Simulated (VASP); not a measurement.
Runs of VASP 6.6.1 on La. The structure is that of space group P6_3/mmc (No. 194), or close to it. The cells are those of the table. 

```csv
cell,further INCAR settings,gap on the mesh (eV),pressure (GPa)
"a = 3.698, b = 3.698, c = 12.554 Å, angles 90.0, 90.0, 120.0°, 4 atoms",ALGO = Fast; EDIFF = 1e-06; NBANDS = 30,none,-2.0
"a = 3.661, b = 3.661, c = 13.116 Å, angles 90.0, 90.0, 120.0°, 4 atoms",ALGO = Fast; EDIFF = 1e-06; NBANDS = 30,none,-2.4
"a = 3.698, b = 3.698, c = 10.306 Å, angles 90.0, 90.0, 120.0°, 4 atoms",ALGO = Fast; EDIFF = 1e-06; NBANDS = 30,none,4.2
"a = 3.661, b = 3.661, c = 12.835 Å, angles 90.0, 90.0, 120.0°, 4 atoms",ALGO = Fast; EDIFF = 1e-06; NBANDS = 30,none,-2.0
"a = 3.478, b = 3.478, c = 11.711 Å, angles 90.0, 90.0, 120.0°, 4 atoms",ALGO = Fast; EDIFF = 1e-06; NBANDS = 30,none,(a)
"a = 3.515, b = 3.515, c = 11.430 Å, angles 90.0, 90.0, 120.0°, 4 atoms",ALGO = Fast; EDIFF = 1e-06; NBANDS = 30,none,3.4
"a = 3.808, b = 3.808, c = 12.273 Å, angles 90.0, 90.0, 120.0°, 4 atoms",ALGO = Fast; EDIFF = 1e-06; NBANDS = 30,none,-2.8
"a = 3.698, b = 3.698, c = 12.835 Å, angles 90.0, 90.0, 120.0°, 4 atoms",ALGO = Fast; EDIFF = 1e-07; NBANDS = 30,none,-2.4
```

Alike in all rows: task single point; level PBEsol; potentials or basis VASP PAW PBE potentials, release 64 (La); no spin polarisation; k mesh 12 × 12 × 4; cutoff (eV) 520; smearing gaussian 0.15 eV.

Q: Estimate the missing entries.

A: (a) 3.5.

Caveats: the PAW data sets were made with another functional, which shifts forces and pressure a little; spin-orbit coupling is left out, which moves the levels of the heavy elements; the cell stands under pressure (at least some runs); the stress differs along the axes, from 1 to 10 GPa (at least some runs).

A k mesh can miss the band edges, and the runs leave out spin-orbit coupling on La.

A gap of «none» marks levels without a gap at the run's occupations.
